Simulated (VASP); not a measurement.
# Ta3GaC3 (Pm-3m) in VASP: notebook

The runs below take Ta3GaC3 through single point, with PBE.

Program: VASP 6.6.1. These are calculated values, not measurements. Logs are shortened: lines on timing, memory, paths and dates and some standing lists are left out, and cuts for length are marked.

**1. The cell of the first run**

Symmetry: Pm-3m, No. 221, cubic system. The conventional cell has a = 4.435 Å, b = 4.435 Å, c = 4.435 Å, α = 90.00°, β = 90.00°, γ = 90.00°. Within 2.9 Å of Ta (site symmetry 4/mmm) lie 4 C at 2.22 Å. Within 2.9 Å of Ga (site symmetry m-3m) lie 6 C at 2.22 Å. C (site symmetry 4/mmm) has 4 Ta at 2.22 Å and 2 Ga at 2.22 Å within 2.9 Å.

**2. Single point, PBE**

File INCAR:

```
SYSTEM = Ta3GaC3
PREC = Accurate
ENCUT = 520
EDIFF = 1E-6
ISMEAR = 0
SIGMA = 0.1
LREAL = .False.
LASPH = .True.
NELM = 60
ALGO = Normal
ISIF = 2
LWAVE = .False.
LCHARG = .True.
GGA = PE
LELF = .True.
LVHAR = .True.
NBANDS = 38
```

File KPOINTS:

```
regular mesh
0
Gamma
  4 4 4
  0 0 0
```

File POSCAR:

```
Ta3GaC3
1.0
    4.4351769562      0.0000000000      0.0000000000
    0.0000000000      4.4351769562      0.0000000000
    0.0000000000      0.0000000000      4.4351769562
Ta Ga C
3 1 3
Direct
    0.0000000000      0.5000000000      0.5000000000
    0.5000000000      0.0000000000      0.5000000000
    0.5000000000      0.5000000000      0.0000000000
    0.0000000000      0.0000000000      0.0000000000
    0.5000000000      0.0000000000      0.0000000000
    0.0000000000      0.5000000000      0.0000000000
    0.0000000000      0.0000000000      0.5000000000
```

Potentials or basis: VASP PAW PBE potentials, release 64 (Ta_pv, Ga_d, C).

Started as:

```
$ cat potpaw_PBE.64/Ta_pv/POTCAR potpaw_PBE.64/Ga_d/POTCAR potpaw_PBE.64/C/POTCAR > POTCAR
$ mpirun -np 1 vasp_std > vasp.out
```

OUTCAR:

```text
SYSTEM = Ta3GaC3
   PREC = Accurate
   ENCUT = 520
   EDIFF = 1E-6
   ISMEAR = 0
   LREAL = .False.
   LASPH = .True.
   NELM = 60
   ISIF = 2
   GGA = PE

 ion  position               nearest neighbor table
   1  0.000  0.500  0.500-   6 2.22   7 2.22   6 2.22   7 2.22   3 3.14   3 3.14   4 3.14   4 3.14
                             2 3.14   4 3.14   2 3.14   4 3.14   2 3.14   3 3.14   3 3.14   2 3.14
   2  0.500  0.000  0.500-   5 2.22   7 2.22   5 2.22   7 2.22   3 3.14   3 3.14   4 3.14   4 3.14
                             1 3.14   3 3.14   3 3.14   1 3.14   4 3.14   1 3.14   4 3.14   1 3.14
   3  0.500  0.500  0.000-   5 2.22   6 2.22   5 2.22   6 2.22   2 3.14   1 3.14   2 3.14   2 3.14
                             4 3.14   4 3.14   2 3.14   1 3.14   4 3.14   1 3.14   1 3.14   4 3.14
   4  0.000  0.000  0.000-   5 2.22   6 2.22   7 2.22   7 2.22   6 2.22   5 2.22   1 3.14   2 3.14
                             1 3.14   1 3.14   3 3.14   2 3.14   1 3.14   2 3.14   3 3.14   3 3.14
   5  0.500  0.000  0.000-   2 2.22   3 2.22   4 2.22   2 2.22   3 2.22   4 2.22
   6  0.000  0.500  0.000-   1 2.22   3 2.22   4 2.22   1 2.22   4 2.22   3 2.22
   7  0.000  0.000  0.500-   1 2.22   2 2.22   4 2.22   4 2.22   1 2.22   2 2.22

  LATTYP: Found a simple cubic cell.
 ALAT       =     4.4351769562

  Lattice vectors:

 A1 = (   4.4351769562,   0.0000000000,   0.0000000000)
 A2 = (   0.0000000000,   4.4351769562,   0.0000000000)
 A3 = (   0.0000000000,   0.0000000000,   4.4351769562)

Analysis of symmetry for initial positions (statically):
=====================================================================
 Subroutine PRICEL returns:
 Original cell was already a primitive cell.

 Routine SETGRP: Setting up the symmetry group for a
 simple cubic supercell.

 Subroutine GETGRP returns: Found 48 space group operations
 (whereof 48 operations were pure point group operations)
 out of a pool of 48 trial point group operations.

The static configuration has the point symmetry O_h .

Analysis of symmetry for dynamics (positions and initial velocities):
=====================================================================
 Subroutine PRICEL returns:
 Original cell was already a primitive cell.

 Routine SETGRP: Setting up the symmetry group for a
 simple cubic supercell.

 Subroutine GETGRP returns: Found 48 space group operations
 (whereof 48 operations were pure point group operations)
 out of a pool of 48 trial point group operations.

The dynamic configuration has the point symmetry O_h .

 Subroutine INISYM returns: Found 48 space group operations
 (whereof 48 operations are pure point group operations),
 and found     1 'primitive' translations

[... 97 lines left out ...]
   POTIM  = 0.5000    time-step for ionic-motion
   TEBEG  =    0.0;   TEEND  =   0.0 temperature during run
   PSTRESS=    0.0 pullay stress
   NELECT =      58.0000    total number of electrons
   NUPDOWN=      -1.0000    fix difference up-down
   EMIN   =  10.00;   EMAX   =-10.00  energy-range for DOS
   EFERMI =   0.00;   METHOD = LEGACY
   ISMEAR =     0;   SIGMA  =   0.10  broadening in eV -4-tet -1-fermi 0-gaus
   EFERMI_NEDOS =   21; number of points for ismear=-14 and -15
   IALGO  =     38    algorithm
   IMIX   =      4    mixing-type and parameters
     AMIX     =   0.40;   BMIX     =  1.00
     AMIX_MAG =   1.60;   BMIX_MAG =  1.00
  volume/ion in A,a.u.               =      12.46        84.11
  Fermi-wavevector in a.u.,A,eV,Ry     =   1.428806  2.700051 27.776104  2.041486
  Thomas-Fermi vector in A             =   2.548828
   LORBIT       =      0    0 simple, 1 ext, 2 COOP (PROOUT), +10 PAW based schemes
   GGA     = PE    functional components
   LHFCALC =     F    Hartree Fock is set to
   AEXX    =    0.0000 exact exchange contribution
   IVDW    =     0    specifies the selected vdW correction
   LEPSILON=     F    determine dielectric tensor
   LRPA    =     F    only Hartree local field effects (RPA)
 non-spin polarized calculation
 Gauss-broadening in eV      SIGMA  =   0.10
  energy-cutoff  :      520.00
  volume of cell :       87.24
 maximum number of plane-waves:      2373
 NGX is ok and might be reduce to    36
   NGX = 17   NGY = 17   NGZ = 17

 number of electron      57.9999989 magnetization

 Free energy of the ion-electron system (eV)
  ---------------------------------------------------
  ext. energy  EPLUGINS =         0.00000000
  ---------------------------------------------------
  free energy    TOTEN  =       -64.66164269 eV

  energy without entropy =      -64.62633962  energy(sigma->0) =      -64.64399115

 E-fermi :   6.8308     XC(G=0): -12.6472

 val. band max:        6.8100137906   @ k =   0.5000   0.5000   0.5000
 cond. band min:       6.8484669310   @ k =   0.5000   0.0000   0.0000
 fundamental gap:      0.0384531404
 Fermi energy:         6.8308004487

 k-point     1 :       0.0000    0.0000    0.0000
  band No.  band energies     occupation
      1     -27.9392      2.00000
      2     -27.9392      2.00000
      3     -27.9392      2.00000
      4     -27.7472      2.00000
      5     -27.7472      2.00000
      6     -27.7472      2.00000
[... 399 lines left out ...]
     37      11.6890      0.00000
     38      11.6890      0.00000

------------------------ aborting loop because EDIFF is reached ----------------------------------------

  FORCE on cell =-STRESS in cart. coord.  units (eV):
  Direction    XX          YY          ZZ          XY          YZ          ZX
  --------------------------------------------------------------------------------------
  -------------------------------------------------------------------------------------
  Total        0.1745064      0.1745064      0.1745064     -0.0000000      0.0000000     -0.0000000
  in kB        3.2047132      3.2047132      3.2047132     -0.0000000      0.0000000     -0.0000000
  external PRESSURE =       3.2047132 kB  Pullay stress =       0.0000000 kB

 VOLUME and BASIS-vectors are now :
 -----------------------------------------------------------------------------
  energy-cutoff  :      520.00
  volume of cell :       87.24
      direct lattice vectors                 reciprocal lattice vectors
     4.435176956  0.000000000  0.000000000     0.225470147  0.000000000  0.000000000
     0.000000000  4.435176956  0.000000000     0.000000000  0.225470147  0.000000000
     0.000000000  0.000000000  4.435176956     0.000000000  0.000000000  0.225470147

 POSITION                                       TOTAL-FORCE (eV/Angst)
 -----------------------------------------------------------------------------------
      0.00000      2.21759      2.21759         0.000000      0.000000      0.000000
      2.21759      0.00000      2.21759         0.000000      0.000000      0.000000
      2.21759      2.21759      0.00000         0.000000      0.000000      0.000000
      0.00000      0.00000      0.00000         0.000000      0.000000      0.000000
      2.21759      0.00000      0.00000         0.000000      0.000000      0.000000
      0.00000      2.21759      0.00000         0.000000      0.000000      0.000000
      0.00000      0.00000      2.21759         0.000000      0.000000      0.000000
 -----------------------------------------------------------------------------------
    total drift:                                0.000000      0.000000      0.000000

  FREE ENERGIE OF THE ION-ELECTRON SYSTEM (eV)
  ---------------------------------------------------
  free  energy   TOTEN  =       -64.6616426868 eV

  energy  without entropy=      -64.6263396159  energy(sigma->0) =      -64.64399115
```

stdout:

```text
POSCAR found type information on POSCAR TaGaC
 POSCAR found :  3 types and       7 ions
 scaLAPACK will be used
 LDA part: xc-table for (Slater+PW92), standard interpolation
 POSCAR, INCAR and KPOINTS ok, starting setup
 FFT: planning ... GRIDC
 FFT: planning ... GRID_SOFT
 FFT: planning ... GRID
 WAVECAR not read
 entering main loop
```

It took 26 s on 1 thread of AMD EPYC 9R45 (Zen 5), shared host; peak memory 0.18 GiB.

Results:

| Property | Result |
| --- | --- |
| Free energy | -64.6616 eV |
| Pressure | 0.3 GPa |
| Band gap on the k mesh | zero (band 29 reaches 7.07 eV, above the bottom of band 30 at 6.40 eV) |

Caveat: spin-orbit coupling is left out, which moves the levels of the heavy elements.

**3. Single point, PBE**

This run uses another cell than the first one, of 17.70 Å³/atom, 1.420 times its volume.

File INCAR:

```
  PREC = Accurate
  ENCUT = 520
  EDIFF = 1E-7
  ISMEAR = 0
  SIGMA = 0.1
  LREAL = F
  LASPH = T
  NELM = 100
  ALGO = Normal
  ISIF = 2
  LWAVE = F
  LCHARG = F
  GGA = PE
  NBANDS = 38
```

File KPOINTS:

```
regular mesh
0
Gamma
  4 4 4
```

Changes to POSCAR since step 2:

```diff
@@ -2,5 +2,5 @@
 1.0
-    4.4351769562      0.0000000000      0.0000000000
-    0.0000000000      4.4351769562      0.0000000000
-    0.0000000000      0.0000000000      4.4351769562
+    4.9855749500      0.0000000000      0.0000000000
+    0.0000000000      4.9855749500      0.0000000000
+    0.0000000000      0.0000000000      4.9855749500
 Ta Ga C
```

Potentials or basis: VASP PAW PBE potentials, release 64 (Ta_pv, Ga_d, C).

Started as:

```
$ cat potpaw_PBE.64/Ta_pv/POTCAR potpaw_PBE.64/Ga_d/POTCAR potpaw_PBE.64/C/POTCAR > POTCAR
$ mpirun -np 1 vasp_std > vasp.out
```

Wall time 36 s (1 thread of AMD EPYC 9R45 (Zen 5), shared host); peak memory 0.22 GiB.

It converged, with:

| Item | Value |
| --- | --- |
| Free energy | -58.3592 eV |
| Pressure | -40.2 GPa |
| Band gap on the k mesh | zero (band 29 reaches 4.07 eV, above the bottom of band 30 at 3.59 eV) |

Levels at points of the mesh, in eV from the Fermi level:
| k point | band 25 | band 26 | band 27 | band 28 | band 29 | band 30 | band 31 | band 32 | band 33 | band 34 |
| --- | --- | --- | --- | --- | --- | --- | --- | --- | --- | --- |
| (0.00, 0.00, 0.00) | -1.45 | -0.60 | -0.60 | -0.60 | -0.19 | -0.19 | -0.19 | 0.79 | 0.79 | 0.79 |
| (0.50, 0.00, 0.00) | -1.61 | -1.16 | -1.16 | -1.12 | 0.25 | 0.25 | 0.41 | 0.41 | 1.72 | 1.72 |
| (0.50, 0.50, 0.00) | -2.11 | -1.16 | -0.94 | -0.20 | -0.20 | 0.41 | 1.23 | 1.38 | 1.40 | 2.33 |
| (0.50, 0.50, 0.50) | -0.50 | -0.50 | -0.47 | -0.47 | -0.47 | -0.24 | 1.14 | 2.23 | 2.23 | 2.23 |

Caveat: spin-orbit coupling is left out, which moves the levels of the heavy elements.

**4. Single point, PBE**

File INCAR:

```
SYSTEM = Ta3GaC3
PREC     = Accurate       ! precision mode
ENCUT    = 520            ! plane-wave cutoff, eV
EDIFF    = 1E-7           ! SCF threshold, eV
ISMEAR   = 0              ! smearing method
SIGMA    = 0.1            ! smearing width, eV
LREAL    = .False.        ! projectors in reciprocal space
LASPH    = .True.         ! aspherical terms in the spheres
NELM     = 60             ! most SCF steps
ALGO     = Normal         ! electronic algorithm
ISIF     = 2              ! what is computed and relaxed
LWAVE    = .False.        ! write WAVECAR
LCHARG   = .False.        ! write CHGCAR
GGA      = PE             ! functional
NBANDS   = 38             ! bands
```

File KPOINTS:

```
Automatic mesh
0
Gamma
  8 8 8
  0 0 0
```

Changes to POSCAR since step 3:

```diff
@@ -2,5 +2,5 @@
 1.0
-    4.9855749500      0.0000000000      0.0000000000
-    0.0000000000      4.9855749500      0.0000000000
-    0.0000000000      0.0000000000      4.9855749500
+    4.4340139898      0.0000000000      0.0000000000
+    0.0000000000      4.4340139898      0.0000000000
+    0.0000000000      0.0000000000      4.4340139898
 Ta Ga C
```

Started as:

```
$ cat potpaw_PBE.64/Ta_pv/POTCAR potpaw_PBE.64/Ga_d/POTCAR potpaw_PBE.64/C/POTCAR > POTCAR
$ mpirun -np 1 vasp_std > vasp.out
```

It took 74 s on 1 thread of AMD EPYC 9R45 (Zen 5), shared host; peak memory 0.24 GiB.

Results (log left out):

```yaml
Free_energy: -64.6645 eV
Pressure: 0.4 GPa
Band_gap_on_the_k_mesh: zero (band 29 reaches 7.20 eV, above the bottom of band 30 at 6.29 eV)
```

Levels at points of the mesh, in eV from the Fermi level:
```
           k point  band 25  band 26  band 27  band 28  band 29  band 30  band 31  band 32  band 33  band 34
(0.00, 0.00, 0.00)    -0.57    -0.57    -0.57    -0.30    -0.30    -0.30    -0.08     1.07     1.07     1.07
(0.50, 0.00, 0.00)    -1.92    -1.92    -1.65    -1.65     0.00     0.55     0.55     0.68     2.52     2.52
(0.50, 0.50, 0.00)    -2.76    -1.71    -1.49    -0.28    -0.28     0.31     2.15     2.15     2.58     3.59
(0.50, 0.50, 0.50)    -0.93    -0.93    -0.78    -0.78    -0.78    -0.04     2.48     3.76     3.76     3.76
```

Caveat: spin-orbit coupling is left out, which moves the levels of the heavy elements.

**5. Summary**

| cell | k mesh | gap on the mesh (eV) | pressure (GPa) |
| --- | --- | --- | --- |
| a = 4.435 Å, 7 atoms | 4 × 4 × 4 | none | 0.3 |
| a = 4.986 Å, 7 atoms | 4 × 4 × 4 | none | -40.2 |
| a = 4.434 Å, 7 atoms | 8 × 8 × 8 | none | 0.4 |

Alike in all rows: task single point; level PBE; potentials or basis VASP PAW PBE potentials, release 64 (Ta_pv, Ga_d, C); no spin polarisation; cutoff (eV) 520; smearing gaussian 0.1 eV.

Caveats: spin-orbit coupling is left out, which moves the levels of the heavy elements.

Absolute energies hang on the potentials; compare differences alone.
